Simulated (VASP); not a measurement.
Input of a VASP 6.6.1 run:

INCAR

```
  ALGO = Normal
  EDIFF = 1E-6
  ENCUT = 520
  GGA = PE
  ISIF = 2
  ISMEAR = 0
  LASPH = True
  LCHARG = False
  LREAL = False
  LWAVE = False
  NBANDS = 29
  NELM = 100
  PREC = Accurate
  SIGMA = 0.1
```

KPOINTS

```
k-points
0
Gamma
  4 4 4
```

POSCAR

```
PtPbS3
1.0
    4.7855606113      0.0000000000      0.0000000000
    0.0000000000      4.7855606113      0.0000000000
    0.0000000000      0.0000000000      4.7855606113
Pt Pb S
1 1 3
Direct
    0.0000000000      0.0000000000      0.0000000000
    0.5000000000      0.5000000000      0.5000000000
    0.5000000000      0.0000000000      0.0000000000
    0.0000000000      0.5000000000      0.0000000000
    0.0000000000      0.0000000000      0.5000000000
```

Potentials or basis: VASP PAW PBE potentials, release 64 (Pt, Pb_d, S).

Launch:

```sh
$ cat potpaw_PBE.64/Pt/POTCAR potpaw_PBE.64/Pb_d/POTCAR potpaw_PBE.64/S/POTCAR > POTCAR
$ mpirun -np 1 vasp_std > vasp.out
```

Question: What does it give for the band gap on the k mesh?

Answer: Zero (band 21 reaches 5.75 eV, above the bottom of band 22 at 4.63 eV).

Question: What does it give for the pressure?

Answer: -0.2 GPa.

Caveat: spin-orbit coupling is left out, which moves the levels of the heavy elements.
